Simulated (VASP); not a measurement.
# MoSe (F-43m) in VASP: further runs

Runs on MoSe. Level: PBE+U. Tasks: single point.

Everything below comes from runs of VASP 6.6.1. Logs are shortened: lines on timing, memory, paths and dates and some standing lists are left out, and cuts for length are marked.

### Step 1. The cell of the first run

The structure is cubic, space group F-43m (No. 216). The conventional cell has a = 6.247 Å, b = 6.247 Å, c = 6.247 Å, α = 90.00°, β = 90.00°, γ = 90.00°. Within 3.6 Å of Mo (site symmetry -43m) lie 4 Se at 2.70 Å. Se (site symmetry -43m) has 4 Mo at 2.70 Å within 3.6 Å.

### Step 2. Single point, PBE+U, collinear spin

INCAR reads:

```
  PREC = Accurate
  ENCUT = 520
  EDIFF = 1E-7
  ISMEAR = 0
  SIGMA = 0.1
  LREAL = False
  LASPH = True
  NELM = 150
  ALGO = Normal
  ISIF = 2
  LWAVE = False
  LCHARG = False
  ISPIN = 2
  MAGMOM = 2 0
  LORBIT = 11
  LMAXMIX = 4
  LDAU = True
  LDAUTYPE = 2
  LDAUL = 2 -1
  LDAUU = 4.38 0
  LDAUJ = 0 0
  LDAUPRINT = 1
  GGA = PE
  NBANDS = 21
```

KPOINTS reads:

```
regular mesh
0
Gamma
  12 12 12
```

POSCAR reads:

```
MoSe
1.0
    0.0000000000      3.1234514948      3.1234514948
    3.1234514948      0.0000000000      3.1234514948
    3.1234514948      3.1234514948      0.0000000000
Mo Se
1 1
Direct
    0.0000000000      0.0000000000      0.0000000000
    0.2500000000      0.2500000000      0.2500000000
```

Potentials or basis: VASP PAW PBE potentials, release 64 (Mo_sv, Se).

Command:

```sh
$ cat potpaw_PBE.64/Mo_sv/POTCAR potpaw_PBE.64/Se/POTCAR > POTCAR
$ mpirun -np 1 vasp_std > vasp.out
```

OUTCAR:

```text
PREC = Accurate
   ENCUT = 520
   EDIFF = 1E-7
   ISMEAR = 0
   LREAL = False
   LASPH = True
   NELM = 150
   ISIF = 2
   ISPIN = 2
   LORBIT = 11
   GGA = PE

 ion  position               nearest neighbor table
   1  0.000  0.000  0.000-   2 2.70   2 2.70   2 2.70   2 2.70
   2  0.250  0.250  0.250-   1 2.70   1 2.70   1 2.70   1 2.70

  LATTYP: Found a face centered cubic cell.
 ALAT       =     6.2469029896

  Lattice vectors:

 A1 = (   0.0000000000,   3.1234514948,   3.1234514948)
 A2 = (   3.1234514948,   0.0000000000,   3.1234514948)
 A3 = (   3.1234514948,   3.1234514948,   0.0000000000)

Analysis of symmetry for initial positions (statically):
=====================================================================
 Subroutine PRICEL returns:
 Original cell was already a primitive cell.

 Routine SETGRP: Setting up the symmetry group for a
 face centered cubic supercell.

 Subroutine GETGRP returns: Found 24 space group operations
 (whereof 24 operations were pure point group operations)
 out of a pool of 48 trial point group operations.

The static configuration has the point symmetry T_d .

Analysis of symmetry for dynamics (positions and initial velocities):
=====================================================================
 Subroutine PRICEL returns:
 Original cell was already a primitive cell.

 Routine SETGRP: Setting up the symmetry group for a
 face centered cubic supercell.

 Subroutine GETGRP returns: Found 24 space group operations
 (whereof 24 operations were pure point group operations)
 out of a pool of 48 trial point group operations.

The dynamic configuration has the point symmetry T_d .

Analysis of structural, dynamic, and magnetic symmetry:
=====================================================================
 Subroutine PRICEL returns:
 Original cell was already a primitive cell.

 Routine SETGRP: Setting up the symmetry group for a
 face centered cubic supercell.

 Subroutine GETGRP returns: Found 24 space group operations
 (whereof 24 operations were pure point group operations)
 out of a pool of 48 trial point group operations.

The overall configuration has the point symmetry T_d .

 Subroutine INISYM returns: Found 24 space group operations
 (whereof 24 operations are pure point group operations),
 and found     1 'primitive' translations

----------------------------------------------------------------------------------------

                                     Primitive cell

  volume of cell :      60.9445

  direct lattice vectors                    reciprocal lattice vectors
     0.000000000  3.123451495  3.123451495    -0.160079323  0.160079323  0.160079323
     3.123451495  0.000000000  3.123451495     0.160079323 -0.160079323  0.160079323
     3.123451495  3.123451495  0.000000000     0.160079323  0.160079323 -0.160079323

  length of vectors
     4.417227465  4.417227465  4.417227465     0.277265520  0.277265520  0.277265520

  position of ions in fractional coordinates (direct lattice)
     0.000000000  0.000000000  0.000000000
     0.250000000  0.250000000  0.250000000

  ion indices of the primitive-cell ions
   primitive index   ion index
                 1           1
                 2           2

----------------------------------------------------------------------------------------

 KPOINTS: regular mesh

Automatic generation of k-mesh.
 Grid dimensions read from file:
 generate k-points for:   12   12   12

 Generating k-lattice:

  Cartesian coordinates                     Fractional coordinates (reciprocal lattice)
    -0.013339944  0.013339944  0.013339944     0.083333333  0.000000000  0.000000000
     0.013339944 -0.013339944  0.013339944     0.000000000  0.083333333  0.000000000
     0.013339944  0.013339944 -0.013339944     0.000000000  0.000000000  0.083333333

  Length of vectors
     0.023105460  0.023105460  0.023105460

  Shift w.r.t. Gamma in fractional coordinates (k-lattice)
     0.000000000  0.000000000  0.000000000

 Subroutine IBZKPT returns following result:
 ===========================================

 Found     72 irreducible k-points:

 Following reciprocal coordinates:
            Coordinates               Weight
  0.000000  0.000000  0.000000      1.000000
  0.083333  0.000000  0.000000      8.000000
  0.166667  0.000000  0.000000      8.000000
  0.250000  0.000000  0.000000      8.000000
  0.333333  0.000000  0.000000      8.000000
  0.416667  0.000000  0.000000      8.000000
[... 16 lines left out ...]
  0.500000  0.166667  0.000000     24.000000
 -0.416667  0.166667  0.000000     24.000000
 [... further k-points ...]
   k-points           NKPTS =     72   k-points in BZ     NKDIM =     72   number of bands    NBANDS=     21
   number of dos      NEDOS =    301   number of ions     NIONS =      2
   total plane-waves  NPLWV =  46656
   dimension x,y,z NGX =    36 NGY =   36 NGZ =   36
   dimension x,y,z NGXF=    72 NGYF=   72 NGZF=   72
   ions per type =               1   1
   NGX,Y,Z   is equivalent  to a cutoff of  13.55, 13.55, 13.55 a.u.
   NGXF,Y,Z  is equivalent  to a cutoff of  27.10, 27.10, 27.10 a.u.
 SYSTEM =  unknown system
   PREC   = accura    normal or accurate (medium, high low for compatibility)
   ISTART =      0    job   : 0-new  1-cont  2-samecut
   ICHARG =      2    charge: 1-file 2-atom 10-const
   ISPIN  =      2    spin polarized calculation?
   LNONCOLLINEAR =      F non collinear calculations
   LSORBIT =      F    spin-orbit coupling
   LASPH  =      T    aspherical Exc in radial PAW
   ENCUT  =  520.0 eV  38.22 Ry    6.18 a.u.   8.21  8.21  8.21*2*pi/ulx,y,z
   NELM   =    150;   NELMIN=  2; NELMDL= -5     # of ELM steps
   EDIFF  = 0.1E-06   stopping-criterion for ELM
   LREAL  =      F    real-space projection
   EDIFFG = 0.1E-05   stopping-criterion for IOM
   NSW    =      0    number of steps for IOM
   IBRION =     -1    ionic relax: 0-MD 1-quasi-New 2-CG
   NFREE  =      0    steps in history (QN), initial steepest desc. (CG)
   ISIF   =      2    stress and relaxation
   ISYM   =      2    0-nonsym 1-usesym 2-fastsym
   POTIM  = 0.5000    time-step for ionic-motion
   TEBEG  =    0.0;   TEEND  =   0.0 temperature during run
   PSTRESS=    0.0 pullay stress
   NELECT =      20.0000    total number of electrons
   NUPDOWN=      -1.0000    fix difference up-down
   EMIN   =  10.00;   EMAX   =-10.00  energy-range for DOS
   EFERMI =   0.00;   METHOD = LEGACY
   ISMEAR =     0;   SIGMA  =   0.10  broadening in eV -4-tet -1-fermi 0-gaus
   EFERMI_NEDOS =   21; number of points for ismear=-14 and -15
   IALGO  =     38    algorithm
   IMIX   =      4    mixing-type and parameters
     AMIX     =   0.40;   BMIX     =  1.00
     AMIX_MAG =   1.60;   BMIX_MAG =  1.00
  volume/ion in A,a.u.               =      30.47       205.64
  Fermi-wavevector in a.u.,A,eV,Ry     =   1.129207  2.133891 17.348891  1.275107
  Thomas-Fermi vector in A             =   2.265899
   LORBIT       =     11    0 simple, 1 ext, 2 COOP (PROOUT), +10 PAW based schemes
 LDA+U is selected, type is set to LDAUTYPE =  2
   angular momentum for each species LDAUL =     2   -1
   U (eV)           for each species LDAUU =   4.4  0.0
   J (eV)           for each species LDAUJ =   0.0  0.0
   GGA     = PE    functional components
   LHFCALC =     F    Hartree Fock is set to
   AEXX    =    0.0000 exact exchange contribution
   IVDW    =     0    specifies the selected vdW correction
   LEPSILON=     F    determine dielectric tensor
   LRPA    =     F    only Hartree local field effects (RPA)
 spin polarized calculation
 Gauss-broadening in eV      SIGMA  =   0.10
  energy-cutoff  :      520.00
  volume of cell :       60.94
 maximum number of plane-waves:      1676
 NGX is ok and might be reduce to    36
   NGX = 17   NGY = 17   NGZ = 17

atom =   1  type =  1  l = 2

 onsite density matrix

spin component  1

  0.7000  0.0000 -0.0000  0.0000  0.0000
  0.0000  0.7000  0.0000 -0.0000  0.0000
 -0.0000  0.0000  0.8242  0.0000  0.0000
  0.0000 -0.0000  0.0000  0.7000 -0.0000
  0.0000  0.0000  0.0000 -0.0000  0.8242

spin component  2

  0.0569 -0.0000 -0.0000 -0.0000  0.0000
 -0.0000  0.0569 -0.0000  0.0000  0.0000
 -0.0000 -0.0000  0.0154 -0.0000  0.0000
 -0.0000  0.0000 -0.0000  0.0569 -0.0000
  0.0000  0.0000  0.0000 -0.0000  0.0154

 occupancies and eigenvectors

  o =  0.0154  v =  0.0000  0.0000  0.0000  0.0000  0.0000  0.0000  0.0000  0.0162 -0.0000 -0.9999      0.0000  0.0000  0.0000  0.0000  0.0000  0.0000  0.0000  0.0000  0.0000  0.0000
  o =  0.0154  v =  0.0000  0.0000  0.0000  0.0000  0.0000  0.0000  0.0000  0.9999  0.0000  0.0162      0.0000  0.0000  0.0000  0.0000  0.0000  0.0000  0.0000  0.0000  0.0000  0.0000
  o =  0.0569  v =  0.0000  0.0000  0.0000  0.0000  0.0000  0.0000  1.0000 -0.0000  0.0090  0.0000      0.0000  0.0000  0.0000  0.0000  0.0000  0.0000  0.0000  0.0000  0.0000  0.0000
  o =  0.0569  v =  0.0000  0.0000  0.0000  0.0000  0.0000  1.0000  0.0000  0.0000  0.0000  0.0000      0.0000  0.0000  0.0000  0.0000  0.0000  0.0000  0.0000  0.0000  0.0000  0.0000
  o =  0.0569  v =  0.0000  0.0000  0.0000  0.0000  0.0000  0.0000  0.0090  0.0000 -1.0000 -0.0000      0.0000  0.0000  0.0000  0.0000  0.0000  0.0000  0.0000  0.0000  0.0000  0.0000
  o =  0.7000  v =  0.0000 -1.0000  0.0000  0.0002 -0.0000  0.0000  0.0000  0.0000  0.0000  0.0000      0.0000  0.0000  0.0000  0.0000  0.0000  0.0000  0.0000  0.0000  0.0000  0.0000
  o =  0.7000  v =  1.0000  0.0000  0.0000  0.0000  0.0000  0.0000  0.0000  0.0000  0.0000  0.0000      0.0000  0.0000  0.0000  0.0000  0.0000  0.0000  0.0000  0.0000  0.0000  0.0000
  o =  0.7000  v =  0.0000  0.0002 -0.0000  1.0000 -0.0000  0.0000  0.0000  0.0000  0.0000  0.0000      0.0000  0.0000  0.0000  0.0000  0.0000  0.0000  0.0000  0.0000  0.0000  0.0000
  o =  0.8242  v =  0.0000  0.0000 -0.0580 -0.0000 -0.9983  0.0000  0.0000  0.0000  0.0000  0.0000      0.0000  0.0000  0.0000  0.0000  0.0000  0.0000  0.0000  0.0000  0.0000  0.0000
  o =  0.8242  v =  0.0000 -0.0000 -0.9983 -0.0000  0.0580  0.0000  0.0000  0.0000  0.0000  0.0000      0.0000  0.0000  0.0000  0.0000  0.0000  0.0000  0.0000  0.0000  0.0000  0.0000

 number of electron      20.0000000 magnetization       3.9999662

 Free energy of the ion-electron system (eV)
  ---------------------------------------------------
  ext. energy  EPLUGINS =         0.00000000
  ---------------------------------------------------
  free energy    TOTEN  =        -9.89422034 eV

  energy without entropy =       -9.88859868  energy(sigma->0) =       -9.89140951

 E-fermi :   3.8603     XC(G=0):  -8.7366

 val. band max:        3.8578713171   @ k =   0.2500   0.2500   0.0000
 cond. band min:       3.8684111385   @ k =  -0.1667   0.0833   0.0000
 fundamental gap:      0.0105398214
 Fermi energy:         3.8603185632

 spin component 1

 k-point     1 :       0.0000    0.0000    0.0000
  band No.  band energies     occupation
      1     -57.8553      1.00000
      2     -32.0894      1.00000
      3     -32.0894      1.00000
      4     -32.0894      1.00000
      5      -9.6071      1.00000
      6      -0.6542      1.00000
[... 13 lines left out ...]
     20      14.7362      0.00000
     21      14.7362      0.00000
[... 529 lines left out ...]
 k-point    24 :      -0.4167    0.1667    0.0000
  band No.  band energies     occupation
      1     -57.8548      1.00000
      2     -32.1009      1.00000
      3     -32.0934      1.00000
      4     -32.0918      1.00000
      5      -9.2396      1.00000
      6      -0.7545      1.00000
[... 13 lines left out ...]
     20      14.6709      0.00000
     21      16.7808      0.00000

 [... further k-points ...]

 spin component 2

 k-point     1 :       0.0000    0.0000    0.0000
  band No.  band energies     occupation
      1     -55.5495      1.00000
      2     -29.5175      1.00000
      3     -29.5175      1.00000
      4     -29.5175      1.00000
      5      -9.7199      1.00000
      6       0.7871      1.00000
[... 13 lines left out ...]
     20      16.0596      0.00000
     21      16.0596      0.00000
[... 529 lines left out ...]
 k-point    24 :      -0.4167    0.1667    0.0000
  band No.  band energies     occupation
      1     -55.5490      1.00000
      2     -29.5314      1.00000
      3     -29.5221      1.00000
      4     -29.5202      1.00000
      5      -9.3585      1.00000
      6      -0.3109      1.00000
[... 13 lines left out ...]
     20      15.7587      0.00000
     21      17.7494      0.00000

 [... further k-points ...]
[... 5 lines left out ...]
  --------------------------------------------------------------------------------------
  -------------------------------------------------------------------------------------
  Total       -0.3472766     -0.3472766     -0.3472766      0.0000000      0.0000000      0.0000000
  in kB       -9.1296014     -9.1296014     -9.1296014      0.0000000      0.0000000      0.0000000
  external PRESSURE =      -9.1296014 kB  Pullay stress =       0.0000000 kB

 VOLUME and BASIS-vectors are now :
 -----------------------------------------------------------------------------
  energy-cutoff  :      520.00
  volume of cell :       60.94
      direct lattice vectors                 reciprocal lattice vectors
     0.000000000  3.123451495  3.123451495    -0.160079323  0.160079323  0.160079323
     3.123451495  0.000000000  3.123451495     0.160079323 -0.160079323  0.160079323
     3.123451495  3.123451495  0.000000000     0.160079323  0.160079323 -0.160079323

 POSITION                                       TOTAL-FORCE (eV/Angst)
 -----------------------------------------------------------------------------------
      0.00000      0.00000      0.00000        -0.000000     -0.000000     -0.000000
      1.56173      1.56173      1.56173         0.000000      0.000000      0.000000
 -----------------------------------------------------------------------------------
    total drift:                                0.000000      0.000000      0.000000

  FREE ENERGIE OF THE ION-ELECTRON SYSTEM (eV)
  ---------------------------------------------------
  free  energy   TOTEN  =        -9.8942203394 eV

  energy  without entropy=       -9.8885986850  energy(sigma->0) =       -9.89140951

 total charge

# of ion       s       p       d       tot
------------------------------------------
    1        2.212   6.057   3.913  12.182
    2        1.445   2.371   0.035   3.850
--------------------------------------------------
tot          3.657   8.427   3.948  16.032

 magnetization (x)

# of ion       s       p       d       tot
------------------------------------------
    1        0.064   0.038   3.519   3.621
    2       -0.000  -0.237   0.031  -0.206
--------------------------------------------------
tot          0.063  -0.199   3.550   3.415
```

It took 3.6 min on 1 thread of Intel Xeon 8259CL, shared host; peak memory 0.33 GiB.

What came out:

```
Free energy                                           : -9.8942 eV
Pressure                                              : -0.9 GPa
Band gap on the k mesh                                : zero (filled and empty bands overlap)
Net moment                                            : 4.00 μB per cell
Site moments                                          : Mo +3.62; Se -0.21 μB
Valence electrons inside the program's atomic spheres : Mo 12.18; Se 3.85
```

Levels at points of the mesh, in eV from the Fermi level:
Spin up:
```tsv
k point	band 10	band 11	band 12	band 13	band 14	band 15
(0.00, 0.00, 0.00)	-2.60	0.01	1.73	1.73	1.73	5.95
(0.50, 0.00, 0.00)	-2.34	-1.72	0.43	0.43	2.45	6.00
(0.50, 0.50, 0.00)	-2.24	-1.88	-0.92	-0.92	3.39	4.95
```
Spin down:
| k point | band 5 | band 6 | band 7 | band 8 | band 9 | band 10 | band 11 | band 12 |
| --- | --- | --- | --- | --- | --- | --- | --- | --- |
| (0.00, 0.00, 0.00) | -13.58 | -3.07 | -3.07 | -3.07 | 1.16 | 2.83 | 2.83 | 5.10 |
| (0.50, 0.00, 0.00) | -13.25 | -4.33 | -2.98 | -2.98 | 2.48 | 2.99 | 2.99 | 3.72 |
| (0.50, 0.50, 0.00) | -13.14 | -4.38 | -2.99 | -2.99 | 1.10 | 2.33 | 3.41 | 3.41 |

Eigenvalues of the final occupation matrices:
```csv
site,spin,trace,eigenvalues
site 1 d,1,3.75,0.70 0.70 0.70 0.82 0.82
site 1 d,2,0.20,0.02 0.02 0.06 0.06 0.06
```

### Step 3. Single point, PBE+U, collinear spin

This run uses another cell than the first one, of 31.69 Å³/atom.

INCAR reads:

```
SYSTEM = MoSe
ALGO = Normal ; EDIFF = 1E-6
ENCUT = 520 ; GGA = PE
ISIF = 2 ; ISMEAR = 0
ISPIN = 2 ; LASPH = .TRUE.
LCHARG = .FALSE. ; LDAU = .TRUE.
LDAUJ = 0 0 ; LDAUL = 2 -1
LDAUPRINT = 1 ; LDAUTYPE = 2
LDAUU = 4.38 0 ; LMAXMIX = 4
LORBIT = 11 ; LREAL = .FALSE.
LWAVE = .FALSE. ; MAGMOM = 2 0
NBANDS = 21 ; NELM = 150
PREC = Accurate ; SIGMA = 0.1
```

KPOINTS reads:

```
k-points
0
G
  12 12 12
  0 0 0
```

POSCAR reads:

```
MoSe
1.0
    0.0000000000      3.1645542543      3.1645542543
    3.1645542543      0.0000000000      3.1645542543
    3.1645542543      3.1645542543      0.0000000000
Mo Se
1 1
Direct
    0.0000000000      0.0000000000      0.0000000000
    0.2500000000      0.2500000000      0.2500000000
```

Potentials or basis: VASP PAW PBE potentials, release 64 (Mo_sv, Se).

Command:

```sh
$ cat potpaw_PBE.64/Mo_sv/POTCAR potpaw_PBE.64/Se/POTCAR > POTCAR
$ mpirun -np 1 vasp_std > vasp.out
```

Wall time 2.5 min (1 thread of AMD EPYC 9R14 (Zen 4), shared host); peak memory 0.3 GiB.

Results (log left out):

```yaml
Free_energy: -9.8680 eV
Pressure: -2.5 GPa
Band_gap_on_the_k_mesh: zero (filled and empty bands overlap)
Net_moment: 4.00 μB per cell
Site_moments: Mo +3.64; Se -0.22 μB
Valence_electrons_inside_the_program's_atomic_spheres: Mo 12.16; Se 3.83
```

Levels at points of the mesh, in eV from the Fermi level:
Spin up:
| k point | band 9 | band 10 | band 11 | band 12 | band 13 | band 14 | band 15 | band 16 |
| --- | --- | --- | --- | --- | --- | --- | --- | --- |
| (0.00, 0.00, 0.00) | -2.50 | -2.50 | 0.03 | 1.65 | 1.65 | 1.65 | 5.93 | 5.93 |
| (0.50, 0.00, 0.00) | -2.25 | -2.25 | -1.64 | 0.43 | 0.43 | 2.43 | 5.93 | 6.64 |
| (0.50, 0.50, 0.00) | -2.21 | -2.09 | -1.82 | -0.86 | -0.86 | 3.36 | 4.85 | 7.56 |
Spin down:
```
           k point  band 5  band 6  band 7  band 8  band 9  band 10  band 11  band 12
(0.00, 0.00, 0.00)  -13.38   -2.89   -2.89   -2.89    1.17     2.96     2.96     5.09
(0.50, 0.00, 0.00)  -13.08   -4.12   -2.81   -2.81    2.60     3.11     3.11     3.72
(0.50, 0.50, 0.00)  -12.99   -4.16   -2.84   -2.84    1.29     2.45     3.52     3.52
```

Eigenvalues of the final occupation matrices:
```
    site  spin  trace               eigenvalues
site 1 d     1   3.75  0.70 0.70 0.70 0.83 0.83
site 1 d     2   0.19  0.01 0.01 0.05 0.05 0.05
```

The gap in the log of VASP goes by the Fermi energy; the results here count the filled bands.